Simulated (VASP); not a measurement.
# CoO (Fm-3m) in VASP: notebook

The runs below take CoO through single point, with BLYP+D3(BJ).

Program: VASP 6.6.1. These are calculated values, not measurements. Logs are shortened: lines on timing, memory, paths and dates and some standing lists are left out, and cuts for length are marked.

## (1) The cell of the first run

Symmetry: Fm-3m, No. 225, cubic system. Conventional cell: a = 4.263 Å, b = 4.263 Å, c = 4.263 Å, α = 90.00°, β = 90.00°, γ = 90.00°. Within 2.8 Å of Co (site symmetry m-3m) lie 6 O at 2.13 Å. O (site symmetry m-3m) has 6 Co at 2.13 Å within 2.8 Å.

## (2) Single point, BLYP+D3(BJ), collinear spin, ferromagnetic start

Contents of INCAR:

```
SYSTEM = CoO
  AGGAC = 1.0
  AGGAX = 1.0
  ALDAC = 0.0
  ALDAX = 1.0
  ALGO = Normal
  EDIFF = 1E-6
  ENCUT = 520
  GGA = B5
  ISIF = 2
  ISMEAR = -1
  ISPIN = 2
  IVDW = 12
  LASPH = .True.
  LCHARG = .False.
  LMAXMIX = 4
  LORBIT = 11
  LREAL = .False.
  LWAVE = .False.
  MAGMOM = 2 0
  NBANDS = 18
  NELM = 150
  PREC = Accurate
  SIGMA = 0.05
  VDW_A1 = 0.4298
  VDW_A2 = 4.2359
  VDW_S6 = 1.0
  VDW_S8 = 2.6996
```

Contents of KPOINTS:

```
k-points
0
Gamma
  11 11 11
  0 0 0
```

Contents of POSCAR:

```
CoO
1.0
    0.0000000000      2.1315000000      2.1315000000
    2.1315000000      0.0000000000      2.1315000000
    2.1315000000      2.1315000000      0.0000000000
Co O
1 1
Direct
    0.0000000000      0.0000000000      0.0000000000
    0.5000000000      0.5000000000      0.5000000000
```

Potentials or basis: VASP PAW PBE potentials, release 64 (Co, O).

Started as:

```sh
$ cat potpaw_PBE.64/Co/POTCAR potpaw_PBE.64/O/POTCAR > POTCAR
$ mpirun -np 1 vasp_std > vasp.out
```

OUTCAR:

```text
SYSTEM = CoO
   EDIFF = 1E-6
   ENCUT = 520
   GGA = B5
   ISIF = 2
   ISMEAR = -1
   ISPIN = 2
   IVDW = 12
   LASPH = .True.
   LORBIT = 11
   LREAL = .False.
   NELM = 150
   PREC = Accurate
 IVDW          = 12

 ion  position               nearest neighbor table
   1  0.000  0.000  0.000-   2 2.13   2 2.13   2 2.13   2 2.13   2 2.13   2 2.13
   2  0.500  0.500  0.500-   1 2.13   1 2.13   1 2.13   1 2.13   1 2.13   1 2.13

  LATTYP: Found a face centered cubic cell.
 ALAT       =     4.2630000000

  Lattice vectors:

 A1 = (   0.0000000000,   2.1315000000,   2.1315000000)
 A2 = (   2.1315000000,   0.0000000000,   2.1315000000)
 A3 = (   2.1315000000,   2.1315000000,   0.0000000000)

Analysis of symmetry for initial positions (statically):
[... 25 lines left out ...]
The dynamic configuration has the point symmetry O_h .

Analysis of structural, dynamic, and magnetic symmetry:
=====================================================================
 Subroutine PRICEL returns:
[... 7 lines left out ...]
 out of a pool of 48 trial point group operations.

The overall configuration has the point symmetry O_h .

 Subroutine INISYM returns: Found 48 space group operations
[... 5 lines left out ...]
                                     Primitive cell

  volume of cell :      19.3681

  direct lattice vectors                    reciprocal lattice vectors
     0.000000000  2.131500000  2.131500000    -0.234576589  0.234576589  0.234576589
     2.131500000  0.000000000  2.131500000     0.234576589 -0.234576589  0.234576589
     2.131500000  2.131500000  0.000000000     0.234576589  0.234576589 -0.234576589

  length of vectors
     3.014396208  3.014396208  3.014396208     0.406298571  0.406298571  0.406298571

  position of ions in fractional coordinates (direct lattice)
     0.000000000  0.000000000  0.000000000
     0.500000000  0.500000000  0.500000000

  ion indices of the primitive-cell ions
   primitive index   ion index
                 1           1
                 2           2

----------------------------------------------------------------------------------------

 KPOINTS: k-points

Automatic generation of k-mesh.
 Grid dimensions read from file:
 generate k-points for:   11   11   11

 Generating k-lattice:

  Cartesian coordinates                     Fractional coordinates (reciprocal lattice)
    -0.021325144  0.021325144  0.021325144     0.090909091  0.000000000  0.000000000
     0.021325144 -0.021325144  0.021325144     0.000000000  0.090909091  0.000000000
     0.021325144  0.021325144 -0.021325144     0.000000000  0.000000000  0.090909091

  Length of vectors
     0.036936234  0.036936234  0.036936234

  Shift w.r.t. Gamma in fractional coordinates (k-lattice)
     0.000000000  0.000000000  0.000000000

 Subroutine IBZKPT returns following result:
 ===========================================

 Found     56 irreducible k-points:

 Following reciprocal coordinates:
            Coordinates               Weight
  0.000000  0.000000  0.000000      1.000000
  0.090909  0.000000  0.000000      8.000000
  0.181818  0.000000  0.000000      8.000000
  0.272727  0.000000  0.000000      8.000000
  0.363636  0.000000  0.000000      8.000000
  0.454545  0.000000  0.000000      8.000000
[... 16 lines left out ...]
 -0.272727  0.181818  0.000000     24.000000
 -0.181818  0.181818  0.000000     12.000000
 [... further k-points ...]
   k-points           NKPTS =     56   k-points in BZ     NKDIM =     56   number of bands    NBANDS=     18
   number of dos      NEDOS =    301   number of ions     NIONS =      2
   total plane-waves  NPLWV =  13824
   dimension x,y,z NGX =    24 NGY =   24 NGZ =   24
   dimension x,y,z NGXF=    48 NGYF=   48 NGZF=   48
   ions per type =               1   1
   NGX,Y,Z   is equivalent  to a cutoff of  13.24, 13.24, 13.24 a.u.
   NGXF,Y,Z  is equivalent  to a cutoff of  26.47, 26.47, 26.47 a.u.
 SYSTEM =  CoO
   PREC   = accura    normal or accurate (medium, high low for compatibility)
   ISTART =      0    job   : 0-new  1-cont  2-samecut
   ICHARG =      2    charge: 1-file 2-atom 10-const
   ISPIN  =      2    spin polarized calculation?
   LNONCOLLINEAR =      F non collinear calculations
   LSORBIT =      F    spin-orbit coupling
   LASPH  =      T    aspherical Exc in radial PAW
   ENCUT  =  520.0 eV  38.22 Ry    6.18 a.u.   5.60  5.60  5.60*2*pi/ulx,y,z
   NELM   =    150;   NELMIN=  2; NELMDL= -5     # of ELM steps
   EDIFF  = 0.1E-05   stopping-criterion for ELM
   LREAL  =      F    real-space projection
   EDIFFG = 0.1E-04   stopping-criterion for IOM
   NSW    =      0    number of steps for IOM
   IBRION =     -1    ionic relax: 0-MD 1-quasi-New 2-CG
   NFREE  =      0    steps in history (QN), initial steepest desc. (CG)
   ISIF   =      2    stress and relaxation
   ISYM   =      2    0-nonsym 1-usesym 2-fastsym
   POTIM  = 0.5000    time-step for ionic-motion
   TEBEG  =    0.0;   TEEND  =   0.0 temperature during run
   PSTRESS=    0.0 pullay stress
   NELECT =      15.0000    total number of electrons
   NUPDOWN=      -1.0000    fix difference up-down
   EMIN   =  10.00;   EMAX   =-10.00  energy-range for DOS
   EFERMI =   0.00;   METHOD = LEGACY
   ISMEAR =    -1;   SIGMA  =   0.05  broadening in eV -4-tet -1-fermi 0-gaus
   EFERMI_NEDOS =   21; number of points for ismear=-14 and -15
   IALGO  =     38    algorithm
   IMIX   =      4    mixing-type and parameters
     AMIX     =   0.40;   BMIX     =  1.00
     AMIX_MAG =   1.60;   BMIX_MAG =  1.00
  volume/ion in A,a.u.               =       9.68        65.35
  Fermi-wavevector in a.u.,A,eV,Ry     =   1.503407  2.841027 30.752334  2.260233
  Thomas-Fermi vector in A             =   2.614521
   LORBIT       =     11    0 simple, 1 ext, 2 COOP (PROOUT), +10 PAW based schemes
   GGA     = B5    functional components
   LHFCALC =     F    Hartree Fock is set to
   AEXX    =    0.0000 exact exchange contribution
   IVDW    =    12    specifies the selected vdW correction
   LEPSILON=     F    determine dielectric tensor
   LRPA    =     F    only Hartree local field effects (RPA)
 spin polarized calculation
  energy-cutoff  :      520.00
  volume of cell :       19.37
 maximum number of plane-waves:       534
   NGX = 11   NGY = 11   NGZ = 11

 number of electron      15.0000007 magnetization       2.7740274

 Free energy of the ion-electron system (eV)
  ---------------------------------------------------
  ext. energy  EPLUGINS =         0.00000000
  ---------------------------------------------------
  free energy    TOTEN  =       -12.11788779 eV

  energy without entropy =      -12.07980404  energy(sigma->0) =      -12.09884591

 E-fermi :   8.1654     XC(G=0): -11.8152

 val. band max:        8.1646639535   @ k =  -0.1818   0.2727   0.0909
 cond. band min:       8.1673623156   @ k =  -0.3636   0.4545   0.0909
 fundamental gap:      0.0026983621
 Fermi energy:         8.1653546393

 spin component 1

 k-point     1 :       0.0000    0.0000    0.0000
  band No.  band energies     occupation
      1     -11.8432      1.00000
      2       5.0930      1.00000
      3       5.0930      1.00000
      4       5.0930      1.00000
      5       5.1413      1.00000
      6       5.1413      1.00000
[... 10 lines left out ...]
     17      29.6794      0.00000
     18      33.4460      0.00000

 k-point     2 :       0.0909    0.0000    0.0000
  band No.  band energies     occupation
      1     -11.7600      1.00000
      2       4.2869      1.00000
      3       4.3008      1.00000
      4       4.3008      1.00000
      5       5.3194      1.00000
      6       5.3194      1.00000
[... 10 lines left out ...]
     17      30.9587      0.00000
     18      34.6705      0.00000
[... 442 lines left out ...]
 k-point    24 :      -0.1818    0.1818    0.0000
  band No.  band energies     occupation
      1     -11.1204      1.00000
      2       1.7201      1.00000
      3       2.7426      1.00000
      4       3.3556      1.00000
      5       5.6034      1.00000
      6       5.6574      1.00000
[... 10 lines left out ...]
     17      36.1542      0.00000
     18      38.0230      0.00000

 [... further k-points ...]

 spin component 2

 k-point     1 :       0.0000    0.0000    0.0000
  band No.  band energies     occupation
      1     -11.3898      1.00000
      2       5.5978      1.00000
      3       5.5978      1.00000
      4       5.5978      1.00000
      5       7.0826      1.00000
      6       7.0827      1.00000
[... 10 lines left out ...]
     17      30.4879      0.00000
     18      34.2055      0.00000

 k-point     2 :       0.0909    0.0000    0.0000
  band No.  band energies     occupation
      1     -11.3043      1.00000
      2       4.9219      1.00000
      3       5.3097      1.00000
      4       5.3097      1.00000
      5       7.1839      1.00000
      6       7.1840      1.00000
[... 10 lines left out ...]
     17      31.6154      0.00000
     18      35.4511      0.00000
[... 442 lines left out ...]
 k-point    24 :      -0.1818    0.1818    0.0000
  band No.  band energies     occupation
      1     -10.6432      1.00000
      2       2.3849      1.00000
      3       4.0400      1.00000
      4       4.0766      1.00000
      5       7.4719      1.00000
      6       7.9049      0.99456
[... 10 lines left out ...]
     17      36.6813      0.00000
     18      38.5601      0.00000

 [... further k-points ...]

------------------------ aborting loop because EDIFF is reached ----------------------------------------

 Edisp (eV)   -1.11241

 E8    (eV) :    -0.7705

  FORCE on cell =-STRESS in cart. coord.  units (eV):
  Direction    XX          YY          ZZ          XY          YZ          ZX
  --------------------------------------------------------------------------------------
  -------------------------------------------------------------------------------------
  Total      -0.55943    -0.55943    -0.55943     0.00000    -0.00000     0.00000
  in kB     -46.27720   -46.27720   -46.27720     0.00000    -0.00000     0.00000
  external pressure =      -46.28 kB  Pullay stress =        0.00 kB

 VOLUME and BASIS-vectors are now :
 -----------------------------------------------------------------------------
  energy-cutoff  :      520.00
  volume of cell :       19.37
      direct lattice vectors                 reciprocal lattice vectors
     0.000000000  2.131500000  2.131500000    -0.234576589  0.234576589  0.234576589
     2.131500000  0.000000000  2.131500000     0.234576589 -0.234576589  0.234576589
     2.131500000  2.131500000  0.000000000     0.234576589  0.234576589 -0.234576589

 POSITION                                       TOTAL-FORCE (eV/Angst)
 -----------------------------------------------------------------------------------
      0.00000      0.00000      0.00000         0.000000     -0.000000      0.000000
      2.13150      2.13150      2.13150         0.000000      0.000000      0.000000
 -----------------------------------------------------------------------------------
    total drift:                                0.000000     -0.000000     -0.000000

  FREE ENERGIE OF THE ION-ELECTRON SYSTEM (eV)
  ---------------------------------------------------
  free  energy   TOTEN  =       -13.2303027592 eV

  energy  without entropy=      -13.1922190071  energy(sigma->0) =      -13.21126088

 total charge

# of ion       s       p       d       tot
------------------------------------------
    1        0.286   0.345   7.180   7.812
    2        1.550   3.440   0.000   4.990
--------------------------------------------------
tot          1.836   3.785   7.180  12.801

 magnetization (x)

# of ion       s       p       d       tot
------------------------------------------
    1        0.018   0.016   2.418   2.452
    2        0.028   0.244   0.000   0.272
--------------------------------------------------
tot          0.047   0.259   2.418   2.724
```

Run time: 37 s. Hardware: 1 thread of Intel Xeon Platinum 8259CL at 2.50GHz (Skylake/Cascade Lake), shared host; peak memory 0.17 GiB.

What came out:

```yaml
Free_energy: -13.2303 eV
Pressure: -4.6 GPa
Net_moment: 2.77 μB per cell
Site_moments: Co +2.45; O +0.27 μB
Valence_electrons_inside_the_program's_atomic_spheres: Co 7.81; O 4.99
Dispersion_energy_per_atom: -0.556 eV
```

Caveat: the PAW data sets were made with another functional, which shifts forces and pressure a little; a cell with one magnetic atom can't hold antiferromagnetic order, which such compounds often take; semilocal functionals often make such compounds metallic where correlation or magnetic order opens a gap, which also shifts bond lengths; pairwise dispersion overbinds metals, which lowers pressure and volume. With open d or f shells a metallic result of BLYP can be an artefact of self-interaction; +U or a hybrid may open a gap.

## (3) Single point, BLYP+D3(BJ), collinear spin, ferromagnetic start

This run uses another cell than the first one, of 9.88 Å³/atom, 1.020 times its volume.

Contents of INCAR:

```
PREC     = Accurate       # precision mode
ENCUT    = 520            # plane-wave cutoff, eV
EDIFF    = 1E-7           # SCF threshold, eV
ISMEAR   = -1             # smearing method
SIGMA    = 0.05           # smearing width, eV
LREAL    = F              # projectors in reciprocal space
LASPH    = T              # aspherical terms in the spheres
NELM     = 150            # most SCF steps
ALGO     = Normal         # electronic algorithm
ISIF     = 2              # what is computed and relaxed
LWAVE    = F              # write WAVECAR
LCHARG   = F              # write CHGCAR
ISPIN    = 2              # spin polarisation
MAGMOM   = 2 0            # initial moments
LORBIT   = 11             # projections on sites
LMAXMIX  = 4              # l up to which the mixer works
GGA      = B5             # functional
ALDAX    = 1.0          
AGGAX    = 1.0          
AGGAC    = 1.0          
ALDAC    = 0.0          
IVDW     = 12             # dispersion correction
VDW_S6   = 1.0          
VDW_S8   = 2.6996       
VDW_A1   = 0.4298       
VDW_A2   = 4.2359       
NBANDS   = 18             # bands
```

Contents of KPOINTS:

```
regular mesh
0
Gamma
  11 11 11
```

Contents of POSCAR:

```
CoO
1.0
    0.0000000000      2.1456163054      2.1456163054
    2.1456163054      0.0000000000      2.1456163054
    2.1456163054      2.1456163054      0.0000000000
Co O
1 1
Direct
    0.0000000000      0.0000000000      0.0000000000
    0.5000000000      0.5000000000      0.5000000000
```

Potentials or basis: VASP PAW PBE potentials, release 64 (Co, O).

Started as:

```sh
$ cat potpaw_PBE.64/Co/POTCAR potpaw_PBE.64/O/POTCAR > POTCAR
$ mpirun -np 1 vasp_std > vasp.out
```

It took 39 s on 1 thread of Intel Xeon Platinum 8259CL at 2.50GHz (Skylake/Cascade Lake), shared host; peak memory 0.18 GiB.

Results (log left out):

- Free energy: -13.2151 eV
- Pressure: -8.0 GPa
- Net moment: 2.83 μB per cell
- Site moments: Co +2.49; O +0.29 μB
- Valence electrons inside the program's atomic spheres: Co 7.78; O 4.98
- Dispersion energy per atom: -0.545 eV

Levels at points of the mesh, in eV from the Fermi level:
Spin up:
```csv
k point,band 5,band 6,band 7,band 8,band 9,band 10,band 11,band 12,band 13,band 14
"(0.00, 0.00, 0.00)",-2.98,-2.98,-2.88,-2.88,-2.88,1.24,17.55,18.37,18.37,18.37
```
Spin down:
```
           k point  band 3  band 4  band 5  band 6  band 7  band 8  band 9  band 10
(0.00, 0.00, 0.00)   -2.46   -2.46   -1.04   -1.04   -1.04    0.12    0.12     1.73
```

Caveat: the PAW data sets were made with another functional, which shifts forces and pressure a little; a cell with one magnetic atom can't hold antiferromagnetic order, which such compounds often take; semilocal functionals often make such compounds metallic where correlation or magnetic order opens a gap, which also shifts bond lengths; pairwise dispersion overbinds metals, which lowers pressure and volume.
